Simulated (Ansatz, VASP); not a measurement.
GaSb: VASP beside Ansatz

```
Ga Sb
1.0
     0.00000    3.02507    3.02507
     3.02507    0.00000    3.02507
     3.02507    3.02507    0.00000
Ga Sb
1 1
Direct
  0.00000 0.00000 0.00000
  0.75000 0.75000 0.75000
```

Alike in both runs: functional LDA; k mesh 12 × 12 × 12; occupations gaussian, width 0.1 eV; no spin polarisation.

Ansatz relaxed the structure, and its values are those at the end. VASP's run is a single point on that final structure, the one shown.

|  | VASP | Ansatz |
| --- | --- | --- |
| version | VASP 6.6.1 | Ansatz 0.2.0 |
| potentials or method | VASP PAW LDA potentials, release 64 (Ga_d, Sb_d_GW), cutoff 500 eV | scalar-relativistic, plane waves, PAW |
| valence electrons in the cell | 28 | 28 |

|  | VASP | Ansatz | Ansatz less VASP |
| --- | --- | --- | --- |
| pressure (GPa) | 0.0 | 0.0 | -0.05 |

LDA's correlation is that of Perdew and Zunger in VASP and of Perdew and Wang (1992) in Ansatz.

Neither program's run includes spin-orbit coupling.
